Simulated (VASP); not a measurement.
Write the native input for VASP 6.6.1 that does the following.

```yaml
Task: single point
Functional: r2SCAN
Potentials_or_basis: VASP PAW PBE potentials, release 64 (Mg_sv, O)
Cutoff: 920 eV
k_mesh: 12 × 12 × 12
Occupations: gaussian, width 0.05 eV
Spin: no spin polarisation
Dipole_correction: no
Further_INCAR_settings: ALGO = Normal; EDIFF = 1e-06; NBANDS = 18
```

Crystal: MgO2.

```xyz
3
Lattice="1.5406 0.8894 3.4940 -1.5406 0.8894 3.4940 0.0000 -1.7789 3.4940" Properties=species:S:1:pos:R:3 pbc="T T T"
Mg    0.0000    0.0000    0.0000
O     0.0000    0.0000    4.4945
O     0.0000    0.0000    5.9874
```

This cell differs from its parent crystal: strain -0.040 along x and y, +0.000 along z.

The input as run:

POSCAR

```
MgO2
1.0
    1.5405705754      0.8894488364      3.4939788749
   -1.5405705754      0.8894488364      3.4939788749
    0.0000000000     -1.7788976728      3.4939788749
Mg O
1 2
Direct
    0.0000000000      0.0000000000      0.0000000000
    0.4287860000      0.4287860000      0.4287860000
    0.5712140000      0.5712140000      0.5712140000
```

INCAR.step1

```
SYSTEM = MgO2
PREC = Accurate ; ENCUT = 920
ISMEAR = 0 ; SIGMA = 0.05
LREAL = .False. ; LASPH = .True.
NELM = 120 ; NBANDS = 18
GGA = PE ; ALGO = Normal
EDIFF = 1E-5 ; LWAVE = .True.
LCHARG = .False. ; GGA_COMPAT = .False.
```

INCAR.step2

```
SYSTEM = MgO2
PREC = Accurate ; ENCUT = 920
EDIFF = 1E-6 ; ISMEAR = 0
SIGMA = 0.05 ; LREAL = .False.
LASPH = .True. ; NELM = 120
ALGO = Normal ; ISIF = 2
LWAVE = .False. ; LCHARG = .False.
METAGGA = R2SCAN ; LMIXTAU = .True.
NBANDS = 18 ; ISTART = 1
GGA_COMPAT = .False.
```

KPOINTS

```
regular mesh
0
Gamma
  12 12 12
  0 0 0
```

Potentials or basis: VASP PAW PBE potentials, release 64 (Mg_sv, O).

Command:

```sh
$ cat potpaw_PBE.64/Mg_sv/POTCAR potpaw_PBE.64/O/POTCAR > POTCAR
$ cp INCAR.step1 INCAR
$ mpirun -np 1 vasp_std > vasp.out
$ cp INCAR.step2 INCAR
$ mpirun -np 1 vasp_std > vasp.out
```

It gave:

```
Pressure               : 5.0 GPa
Largest force          : 0.619 eV/Å
Band gap on the k mesh : 2.79 eV
```

Caveat: the cell differs from its parent crystal (strain -0.040 along x and y, +0.000 along z); the stress differs along the axes, from -3 to 9 GPa; the PAW data sets were made with another functional, which shifts forces and pressure a little.

It took 15 min on 1 thread of Intel(R) Xeon(R) Platinum 8259CL CPU @ 2.50GHz (Skylake/Cascade Lake) (shared host), peak memory 0.39 GiB.
